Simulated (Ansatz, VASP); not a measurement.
Al2O3: VASP beside Ansatz

The input INCAR:

```
  ALGO = Normal
  EDIFF = 1E-6
  ENCUT = 520
  ISIF = 2
  ISMEAR = 0
  LASPH = T
  LCHARG = F
  LREAL = F
  LWAVE = F
  NBANDS = 35
  NELM = 80
  PREC = Accurate
  SIGMA = 0.05
```

The input KPOINTS:

```
k-points
0
Gamma
  6 4 8
```

The input POSCAR:

```
Al2O3
1.0
    4.4088822837      0.0000000000      0.0000000000
    0.0000000000      9.1901962919      0.0000000000
    0.0000000000      0.0000000000      2.7366208711
Al O
4 6
Direct
    0.4138788494      0.3309999366      0.5000000000
    0.5861211506      0.6690000634      0.5000000000
    0.9138788494      0.1690000634      0.0000000000
    0.0861211506      0.8309999366      0.0000000000
    0.7315554251      0.2226862107      0.5000000000
    0.0000000000      0.0000000000      0.0000000000
    0.7684445749      0.7226862107      0.0000000000
    0.2315554251      0.2773137893      0.0000000000
    0.2684445749      0.7773137893      0.5000000000
    0.5000000000      0.5000000000      0.5000000000
```

Input for Ansatz:

```yaml
crystal:
  lattice:
    - [4.4088822837, 0.0, 0.0]
    - [0.0, 9.1901962919, 0.0]
    - [0.0, 0.0, 2.7366208711]
  atoms:
    - { symbol: Al, position: [0.4138788494, 0.3309999366, 0.5] }
    - { symbol: Al, position: [0.5861211506, 0.6690000634, 0.5] }
    - { symbol: Al, position: [0.9138788494, 0.1690000634, 0.0] }
    - { symbol: Al, position: [0.0861211506, 0.8309999366, 0.0] }
    - { symbol: O, position: [0.7315554251, 0.2226862107, 0.5] }
    - { symbol: O, position: [0.0, 0.0, 0.0] }
    - { symbol: O, position: [0.7684445749, 0.7226862107, 0.0] }
    - { symbol: O, position: [0.2315554251, 0.2773137893, 0.0] }
    - { symbol: O, position: [0.2684445749, 0.7773137893, 0.5] }
    - { symbol: O, position: [0.5, 0.5, 0.5] }
basis:
  ecutwfc: 420
kpoints:
  mp_grid: { grid: [6, 4, 8] }
hamiltonian:
  xc: lda
scf:
  occupations: { method: gaussian, width: 0.05 }
output:
  forces: true
  stress: true
  eigenvalues: true
```

Change from the starting cell: strain -0.040 along x and y, -0.080 along z, atoms carried along.

Alike in both runs: task single point; functional LDA; k mesh 6 × 4 × 8; occupations gaussian, width 0.05 eV; no spin polarisation.

```csv
,VASP,Ansatz
version,VASP 6.6.1,Ansatz 0.2.0
potentials or method,"VASP PAW LDA potentials, release 64 (Al, O), cutoff 520 eV","scalar-relativistic, plane waves, PAW"
valence electrons in the cell,48,48
```

```tsv
	VASP	Ansatz	Ansatz less VASP
gap on the k mesh at the Fermi level (eV)	3.95	3.96	+0.010
least direct gap on the mesh (eV)	3.95	3.96	+0.010
pressure (GPa)	38.4	36.1	-2.23
traceless stress, the component that is largest in VASP (GPa)	11.67	11.61	-0.058
rms of the force components (eV/Å)	0.609	0.577	-0.0320
```

LDA's correlation is that of Perdew and Zunger in VASP and of Perdew and Wang (1992) in Ansatz. Atom by atom the forces differ by 0.047 eV/Å (rms over components). Both programs put the cell under a high pressure, so it lies far from rest at this level.
